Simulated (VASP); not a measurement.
# La7InGa7O24 (a cell with a defect) in VASP: single point with PBEsol

Aim: the single point of La7InGa7O24 (a cell with a defect) with PBEsol.

All numbers are computed with VASP 6.6.1; they aren't measurements. Logs are shortened: lines on timing, memory, paths and dates and some standing lists are left out, and cuts for length are marked.

## (1) The cell of the first run

The cell holds a defect, 39 atoms: a = 7.729 Å, b = 7.729 Å, c = 7.729 Å, α = 90.00°, β = 90.00°, γ = 90.00°.

## (2) Single point, PBEsol, collinear spin

The input, INCAR:

```
PREC = Accurate
ENCUT = 520
EDIFF = 1E-6
ISMEAR = -1
SIGMA = 0.05
LREAL = Auto
LASPH = True
NELM = 200
ALGO = Normal
ISIF = 2
LWAVE = False
LCHARG = False
ISPIN = 2
MAGMOM = 0 0 0 0 0 0 0 0.571 0 0 0 0 0 0 0 0.571 0.571 0 0 0 0 0 0 0.571 0 0 0 0.571 0 0 0 0.571 0 0.571 0 0 0 0 0
LORBIT = 11
LMAXMIX = 6
GGA = PS
NELECT = 324.0
ISYM = -1
NBANDS = 192
GGA_COMPAT = False
```

The input, KPOINTS:

```
explicit points
1
Reciprocal
  0.25000000   0.25000000   0.25000000 1
```

The input, POSCAR:

```
La7InGa7O24
1.0
    7.7293080000      0.0000000000      0.0000000000
    0.0000000000      7.7293080000      0.0000000000
    0.0000000000      0.0000000000      7.7293080000
La In Ga O
7 1 7 24
Direct
    0.0092190000      0.0297100000      0.9946970000
    0.0084510000      0.0174320000      0.4697600000
    0.9940000000      0.5028860000      0.9751200000
    0.0115430000      0.4955190000      0.4778540000
    0.4968970000      0.9833800000      0.0241850000
    0.4946600000      0.0048800000      0.5108760000
    0.4838250000      0.4724710000      0.0451400000
    0.5080970000      0.5016710000      0.5181930000
    0.2562020000      0.2556930000      0.7454890000
    0.2489870000      0.7449200000      0.2539370000
    0.2510000000      0.7497880000      0.7524320000
    0.7472090000      0.2504140000      0.2533020000
    0.7451250000      0.2519900000      0.7441460000
    0.7514500000      0.7442920000      0.2536970000
    0.7501470000      0.7523420000      0.7492950000
    0.2403350000      0.2828670000      0.9878920000
    0.2439830000      0.2183130000      0.5039190000
    0.2911380000      0.7117210000      0.0036670000
    0.2047240000      0.7802540000      0.5038090000
    0.7500930000      0.2891380000      0.9953060000
    0.7501350000      0.1985500000      0.4987140000
    0.7048830000      0.7021030000      0.0018230000
    0.7944420000      0.7906900000      0.5007540000
    0.9874080000      0.2862940000      0.2473800000
    0.9973820000      0.2125020000      0.7403500000
    0.9999350000      0.6887930000      0.2222690000
    0.0006360000      0.7880450000      0.8045040000
    0.5082260000      0.2031110000      0.2405930000
    0.5025010000      0.3139820000      0.7224880000
    0.5011150000      0.7967420000      0.2792450000
    0.4995810000      0.7149590000      0.6864670000
    0.2139660000      0.9862060000      0.2194980000
    0.2976600000      0.0000120000      0.7776490000
    0.3118260000      0.5088120000      0.3244350000
    0.2013530000      0.5045900000      0.7265640000
    0.7908340000      0.9923330000      0.2087370000
    0.6969430000      0.0008640000      0.7847440000
    0.6953170000      0.4998480000      0.3125380000
    0.8000850000      0.5031990000      0.7094500000
```

Potentials or basis: VASP PAW PBE potentials, release 64 (La, In_d, Ga_d, O).

Started as:

```sh
$ cat potpaw_PBE.64/La/POTCAR potpaw_PBE.64/In_d/POTCAR potpaw_PBE.64/Ga_d/POTCAR potpaw_PBE.64/O/POTCAR > POTCAR
$ mpirun -np 1 vasp_std > vasp.out
```

OUTCAR:

```text
PREC = Accurate
   ENCUT = 520
   EDIFF = 1E-6
   ISMEAR = -1
   LREAL = Auto
   LASPH = True
   NELM = 200
   ISIF = 2
   ISPIN = 2
   LORBIT = 11
   GGA = PS
   NELECT = 324.0
   ISYM = -1

 ion  position               nearest neighbor table
   1  0.009  0.030  0.995-  32 2.37  27 2.38  36 2.38  25 2.42  16 2.65  24 2.79  33 2.80   9 3.23
                            13 3.30   3 3.66   2 3.67
   2  0.008  0.017  0.470-  19 2.39  17 2.41  23 2.42  21 2.45  32 2.51  25 2.58  36 2.63  24 2.70
                            12 3.18  10 3.27   1 3.67
   3  0.994  0.503  0.975-  26 2.39  35 2.50  20 2.51  39 2.54  16 2.55  27 2.57  24 2.69  22 2.72
                            18 2.82  15 3.21  11 3.25  13 3.26   1 3.66
   4  0.012  0.496  0.478-  24 2.41  35 2.42  39 2.42  26 2.48  34 2.61  19 2.67  38 2.76  17 2.80
                            10 3.17  14 3.28  12 3.28   8 3.85
   5  0.497  0.983  0.024-  28 2.39  37 2.42  30 2.44  33 2.45  18 2.64  32 2.66  36 2.68  22 2.71
                            10 3.20  14 3.23
   6  0.495  0.005  0.511-  30 2.41  21 2.48  17 2.55  33 2.56  28 2.59  31 2.62  37 2.63   9 3.23
                            13 3.26   8 3.84
   7  0.484  0.472  0.045-  18 2.40  16 2.43  22 2.49  20 2.53  34 2.55  28 2.58  38 2.64  29 2.78
                            12 3.11  10 3.21   8 3.67
   8  0.508  0.502  0.518-  31 2.10  34 2.13  29 2.14  38 2.15  39 2.70  35 2.87  30 2.94  17 3.00
                            13 3.18  15 3.23   9 3.24  11 3.30  14 3.35  12 3.37  10 3.42   7 3.67
   9  0.256  0.256  0.745-  16 1.89  17 1.89  29 1.96  35 1.98  33 2.02  25 2.03   1 3.23   6 3.23
                             8 3.24
  10  0.249  0.745  0.254-  32 1.90  34 1.97  18 1.98  19 1.98  26 1.99  30 2.00   4 3.17   5 3.20
                             7 3.21   2 3.27   8 3.42
  11  0.251  0.750  0.752-  35 1.94  19 1.97  33 1.98  18 1.99  27 2.00  31 2.01   3 3.25   8 3.30

  12  0.747  0.250  0.253-  24 1.88  28 1.89  21 1.94  20 2.02  38 2.02  36 2.05   7 3.11   2 3.18
                             4 3.28   8 3.37
  13  0.745  0.252  0.744-  21 1.94  29 1.94  20 1.96  25 1.97  37 2.00  39 2.01   8 3.18   6 3.26
                             3 3.26   1 3.30
  14  0.751  0.744  0.254-  23 1.97  36 1.97  26 1.98  30 1.99  38 1.99  22 2.01   5 3.23   4 3.28
                             8 3.35
  15  0.750  0.752  0.749-  23 1.97  37 1.98  39 1.99  27 2.00  31 2.02  22 2.02   3 3.21   8 3.23

  16  0.240  0.283  0.988-   9 1.89   7 2.43   3 2.55   1 2.65
  17  0.244  0.218  0.504-   9 1.89   2 2.41   6 2.55   4 2.80   8 3.00
  18  0.291  0.712  0.004-  10 1.98  11 1.99   7 2.40   5 2.64   3 2.82
  19  0.205  0.780  0.504-  11 1.97  10 1.98   2 2.39   4 2.67
  20  0.750  0.289  0.995-  13 1.96  12 2.02   3 2.51   7 2.53
  21  0.750  0.199  0.499-  12 1.94  13 1.94   2 2.45   6 2.48
  22  0.705  0.702  0.002-  14 2.01  15 2.02   7 2.49   5 2.71   3 2.72
  23  0.794  0.791  0.501-  14 1.97  15 1.97   2 2.42
  24  0.987  0.286  0.247-  12 1.88   4 2.41   3 2.69   2 2.70   1 2.79
  25  0.997  0.213  0.740-  13 1.97   9 2.03   1 2.42   2 2.58
  26  1.000  0.689  0.222-  14 1.98  10 1.99   3 2.39   4 2.48
  27  0.001  0.788  0.805-  11 2.00  15 2.00   1 2.38   3 2.57
  28  0.508  0.203  0.241-  12 1.89   5 2.39   7 2.58   6 2.59
  29  0.503  0.314  0.722-  13 1.94   9 1.96   8 2.14   7 2.78
  30  0.501  0.797  0.279-  14 1.99  10 2.00   6 2.41   5 2.44   8 2.94
  31  0.500  0.715  0.686-  11 2.01  15 2.02   8 2.10   6 2.62
  32  0.214  0.986  0.219-  10 1.90   1 2.37   2 2.51   5 2.66
  33  0.298  0.000  0.778-  11 1.98   9 2.02   5 2.45   6 2.56   1 2.80
  34  0.312  0.509  0.324-  10 1.97   8 2.13   7 2.55   4 2.61
  35  0.201  0.505  0.727-  11 1.94   9 1.98   4 2.42   3 2.50   8 2.87
  36  0.791  0.992  0.209-  14 1.97  12 2.05   1 2.38   2 2.63   5 2.68
  37  0.697  0.001  0.785-  15 1.98  13 2.00   5 2.42   6 2.63
  38  0.695  0.500  0.313-  14 1.99  12 2.02   8 2.15   7 2.64   4 2.76
  39  0.800  0.503  0.709-  15 1.99  13 2.01   4 2.42   3 2.54   8 2.70

IMPORTANT INFORMATION: All symmetrisations will be switched off!
NOSYMM: (Re-)initialisation of all symmetry stuff for point group C_1.

----------------------------------------------------------------------------------------

                                     Primitive cell

  volume of cell :     461.7659

  direct lattice vectors                    reciprocal lattice vectors
     7.729308000  0.000000000  0.000000000     0.129377688  0.000000000  0.000000000
     0.000000000  7.729308000  0.000000000     0.000000000  0.129377688  0.000000000
     0.000000000  0.000000000  7.729308000     0.000000000  0.000000000  0.129377688

  length of vectors
     7.729308000  7.729308000  7.729308000     0.129377688  0.129377688  0.129377688

  position of ions in fractional coordinates (direct lattice)
     0.009219000  0.029710000  0.994697000
     0.008451000  0.017432000  0.469760000
     0.994000000  0.502886000  0.975120000
     0.011543000  0.495519000  0.477854000
     0.496897000  0.983380000  0.024185000
     0.494660000  0.004880000  0.510876000
[... 31 lines left out ...]
     0.695317000  0.499848000  0.312538000
     0.800085000  0.503199000  0.709450000

  ion indices of the primitive-cell ions
   primitive index   ion index
                 1           1
                 2           2
                 3           3
                 4           4
                 5           5
                 6           6
[... 31 lines left out ...]
                38          38
                39          39

----------------------------------------------------------------------------------------

 KPOINTS: explicit points

Read explicit list of k-points.

 Found      1 k-points:

 Following reciprocal coordinates:
            Coordinates               Weight
  0.250000  0.250000  0.250000      1.000000
   k-points           NKPTS =      1   k-points in BZ     NKDIM =      1   number of bands    NBANDS=    192
   number of dos      NEDOS =    301   number of ions     NIONS =     39
   total plane-waves  NPLWV = 216000
   dimension x,y,z NGX =    60 NGY =   60 NGZ =   60
   dimension x,y,z NGXF=   120 NGYF=  120 NGZF=  120
   ions per type =               7   1   7  24
   NGX,Y,Z   is equivalent  to a cutoff of  12.91, 12.91, 12.91 a.u.
   NGXF,Y,Z  is equivalent  to a cutoff of  25.81, 25.81, 25.81 a.u.
 SYSTEM =  unknown system
   PREC   = accura    normal or accurate (medium, high low for compatibility)
   ISTART =      0    job   : 0-new  1-cont  2-samecut
   ICHARG =      2    charge: 1-file 2-atom 10-const
   ISPIN  =      2    spin polarized calculation?
   LNONCOLLINEAR =      F non collinear calculations
   LSORBIT =      F    spin-orbit coupling
   LASPH  =      T    aspherical Exc in radial PAW
   ENCUT  =  520.0 eV  38.22 Ry    6.18 a.u.  14.37 14.37 14.37*2*pi/ulx,y,z
   NELM   =    200;   NELMIN=  2; NELMDL= -5     # of ELM steps
   EDIFF  = 0.1E-05   stopping-criterion for ELM
   LREAL  =      T    real-space projection
   EDIFFG = 0.1E-04   stopping-criterion for IOM
   NSW    =      0    number of steps for IOM
   IBRION =     -1    ionic relax: 0-MD 1-quasi-New 2-CG
   NFREE  =      0    steps in history (QN), initial steepest desc. (CG)
   ISIF   =      2    stress and relaxation
   ISYM   =     -1    0-nonsym 1-usesym 2-fastsym
   POTIM  = 0.5000    time-step for ionic-motion
   TEBEG  =    0.0;   TEEND  =   0.0 temperature during run
   PSTRESS=    0.0 pullay stress
   NELECT =     324.0000    total number of electrons
   NUPDOWN=      -1.0000    fix difference up-down
   EMIN   =  10.00;   EMAX   =-10.00  energy-range for DOS
   EFERMI =   0.00;   METHOD = LEGACY
   ISMEAR =    -1;   SIGMA  =   0.05  broadening in eV -4-tet -1-fermi 0-gaus
   EFERMI_NEDOS =   21; number of points for ismear=-14 and -15
   IALGO  =     38    algorithm
   IMIX   =      4    mixing-type and parameters
     AMIX     =   0.40;   BMIX     =  1.00
     AMIX_MAG =   1.60;   BMIX_MAG =  1.00
  volume/ion in A,a.u.               =      11.84        79.90
  Fermi-wavevector in a.u.,A,eV,Ry     =   1.454731  2.749042 28.793206  2.116241
  Thomas-Fermi vector in A             =   2.571847
   LORBIT       =     11    0 simple, 1 ext, 2 COOP (PROOUT), +10 PAW based schemes
   GGA     = PS    functional components
   LHFCALC =     F    Hartree Fock is set to
   AEXX    =    0.0000 exact exchange contribution
   IVDW    =     0    specifies the selected vdW correction
   LEPSILON=     F    determine dielectric tensor
   LRPA    =     F    only Hartree local field effects (RPA)
 spin polarized calculation
  energy-cutoff  :      520.00
  volume of cell :      461.77
 maximum number of plane-waves:     12452
 NGX is ok and might be reduce to    60
   NGX = 29   NGY = 29   NGZ = 29

 number of electron     323.9999983 magnetization       3.9201541

 Free energy of the ion-electron system (eV)
  ---------------------------------------------------
  ext. energy  EPLUGINS =         0.00000000
  ---------------------------------------------------
  free energy    TOTEN  =      -291.24899139 eV

  energy without entropy =     -291.12529273  energy(sigma->0) =     -291.18714206

 E-fermi :   6.0460     XC(G=0): -11.8928

 val. band max:        5.9952191918   @ k =   0.2500   0.2500   0.2500
 cond. band min:       6.0866921618   @ k =   0.2500   0.2500   0.2500
 fundamental gap:      0.0914729700
 Fermi energy:         6.0460058167

 spin component 1

 k-point     1 :       0.2500    0.2500    0.2500
  band No.  band energies     occupation
      1     -23.6373      1.00000
      2     -23.6089      1.00000
      3     -23.5627      1.00000
      4     -23.5265      1.00000
      5     -23.4892      1.00000
      6     -23.4612      1.00000
[... 166 lines left out ...]
    173      11.2744      0.00000
    174      11.2808      0.00000
 Fermi energy:         6.0460058167

 spin component 2

 k-point     1 :       0.2500    0.2500    0.2500
  band No.  band energies     occupation
      1     -23.6345      1.00000
      2     -23.6093      1.00000
      3     -23.5590      1.00000
      4     -23.5225      1.00000
      5     -23.4838      1.00000
      6     -23.4584      1.00000
[... 166 lines left out ...]
    173      11.2773      0.00000
    174      11.2858      0.00000
 [bands above 174 left out]

------------------------ aborting loop because EDIFF is reached ----------------------------------------

  FORCE on cell =-STRESS in cart. coord.  units (eV):
  Direction    XX          YY          ZZ          XY          YZ          ZX
  --------------------------------------------------------------------------------------
  -------------------------------------------------------------------------------------
  Total       -5.0374606     -7.3033905     -7.9890718      0.0868578      3.9323810      3.0122788
  in kB      -17.4783488    -25.3403883    -27.7194790      0.3013683     13.6440824     10.4516273
  external PRESSURE =     -23.5127387 kB  Pullay stress =       0.0000000 kB

 VOLUME and BASIS-vectors are now :
 -----------------------------------------------------------------------------
  energy-cutoff  :      520.00
  volume of cell :      461.77
      direct lattice vectors                 reciprocal lattice vectors
     7.729308000  0.000000000  0.000000000     0.129377688  0.000000000  0.000000000
     0.000000000  7.729308000  0.000000000     0.000000000  0.129377688  0.000000000
     0.000000000  0.000000000  7.729308000     0.000000000  0.000000000  0.129377688

 POSITION                                       TOTAL-FORCE (eV/Angst)
 -----------------------------------------------------------------------------------
      0.07126      0.22964      7.68832        -0.002368      0.052759      0.048593
      0.06532      0.13474      3.63092        -0.016416     -0.006850     -0.029547
      7.68293      3.88696      7.53700         0.011394     -0.049432      0.021955
      0.08922      3.83002      3.69348         0.021782     -0.011318     -0.009466
      3.84067      7.60085      0.18693         0.007513      0.009770      0.024562
      3.82338      0.03772      3.94872         0.006529      0.010540     -0.012892
[... 31 lines left out ...]
      5.37432      3.86348      2.41570         0.001274     -0.029512     -0.013332
      6.18410      3.88938      5.48356         0.017075      0.009318      0.019387
 -----------------------------------------------------------------------------------
    total drift:                                0.018305     -0.012639     -0.022015

  FREE ENERGIE OF THE ION-ELECTRON SYSTEM (eV)
  ---------------------------------------------------
  free  energy   TOTEN  =      -291.2489913896 eV

  energy  without entropy=     -291.1252927309  energy(sigma->0) =     -291.18714206

 total charge

# of ion       s       p       d       f       tot
--------------------------------------------------
    1        2.031   5.679   0.621   0.233   8.564
    2        2.033   5.680   0.623   0.241   8.578
    3        2.027   5.686   0.598   0.217   8.529
    4        2.027   5.685   0.592   0.221   8.525
    5        2.030   5.680   0.613   0.227   8.551
    6        2.024   5.687   0.568   0.207   8.486
[... 31 lines left out ...]
   38        1.558   3.436   0.000   0.000   4.995
   39        1.559   3.439   0.000   0.000   4.998
--------------------------------------------------
tot         57.074 128.031  86.196   1.569 272.870

 magnetization (x)

# of ion       s       p       d       f       tot
--------------------------------------------------
    1       -0.001   0.012  -0.008   0.001   0.005
    2       -0.001   0.022  -0.014   0.004   0.011
    3       -0.001   0.006  -0.008  -0.002  -0.005
    4       -0.001   0.008  -0.008  -0.003  -0.004
    5       -0.001   0.010  -0.007  -0.001   0.002
    6       -0.001   0.003  -0.009  -0.002  -0.008
[... 31 lines left out ...]
   38        0.000   0.055   0.000   0.000   0.055
   39        0.001   0.091   0.000   0.000   0.092
--------------------------------------------------
tot         -0.006   3.362   0.041  -0.002   3.394
```

Wall time 14 min (1 thread of AMD EPYC 7R13 (Zen 3), shared host); peak memory 0.73 GiB.

Results:

```
Free energy                                           : -291.2490 eV
Largest force                                         : 0.086 eV/Å
Net moment                                            : 3.92 μB per cell
Site moments                                          : La +0.01, -0.01, -0.00, +0.00 (each value once); In -0.01; Ga +0.01, -0.00, +0.00 (each value once); O +0.24, +0.40, +0.06, +0.19, +0.10, +0.11, +0.07, +0.13, +0.22, +0.14, +0.05, +0.28, +0.03, +0.12, +0.09 (each value once) μB
Valence electrons inside the program's atomic spheres : La 8.56, 8.58, 8.53, 8.55, 8.49, 8.52 (each value once); In 11.28; Ga 11.81, 11.77, 11.69, 11.83, 11.73, 11.64 (each value once); O 4.95, 4.92, 5.01, 4.99, 5.00, 5.03, 4.98, 5.02, 4.96 (each value once)
```

Forces in eV/Å, atoms in the order of the input:
```
La  -0.002  0.053  0.049
La  -0.016 -0.007 -0.030
La   0.011 -0.049  0.022
La   0.022 -0.011 -0.009
La   0.008  0.010  0.025
La   0.007  0.011 -0.013
La   0.007 -0.008  0.031
In  -0.011 -0.006 -0.031
Ga  -0.009  0.010  0.013
Ga   0.013 -0.016  0.049
Ga   0.065 -0.008 -0.055
Ga  -0.004 -0.015  0.021
Ga   0.000 -0.004 -0.017
Ga  -0.017 -0.004  0.000
Ga  -0.064 -0.014 -0.009
O    0.006 -0.025  0.015
O    0.028 -0.018 -0.037
O    0.002 -0.012 -0.024
O   -0.031  0.027  0.025
O   -0.015  0.012  0.004
O   -0.024 -0.016  0.027
O    0.012 -0.011 -0.029
O    0.017  0.020  0.018
O    0.054  0.031 -0.019
O    0.023 -0.016  0.003
O    0.004 -0.019 -0.032
O   -0.037 -0.021  0.001
O   -0.052 -0.018 -0.052
O   -0.015 -0.008  0.023
O    0.027  0.037  0.001
O    0.014  0.051  0.015
O   -0.029  0.019 -0.012
O    0.006  0.012  0.032
O   -0.020  0.004 -0.043
O   -0.027  0.027  0.019
O    0.032  0.000 -0.024
O   -0.004  0.006  0.035
O    0.001 -0.030 -0.013
O    0.017  0.009  0.019
```

Levels at points of the mesh, in eV from the Fermi level:
Spin up:
| k point | band 161 | band 162 | band 163 | band 164 | band 165 | band 166 | band 167 | band 168 |
| --- | --- | --- | --- | --- | --- | --- | --- | --- |
| (0.25, 0.25, 0.25) | -0.29 | -0.26 | -0.22 | -0.20 | 3.98 | 4.85 | 5.04 | 5.08 |
Spin down:
```
           k point  band 156  band 157  band 158  band 159  band 160  band 161  band 162  band 163  band 164  band 165
(0.25, 0.25, 0.25)     -0.26     -0.20     -0.19     -0.11     -0.05      0.04      0.11      0.17      0.31      4.06
```

Caveat: the cell carries a net charge on a neutralising background, which shifts energy and pressure; the cell is charged against a uniform background, so pressure and absolute levels hang on convention; a moment this small can come from the mesh or the smearing; the PAW data sets were made with another functional, which shifts forces and pressure a little; spin-orbit coupling is left out, which moves the levels of the heavy elements.
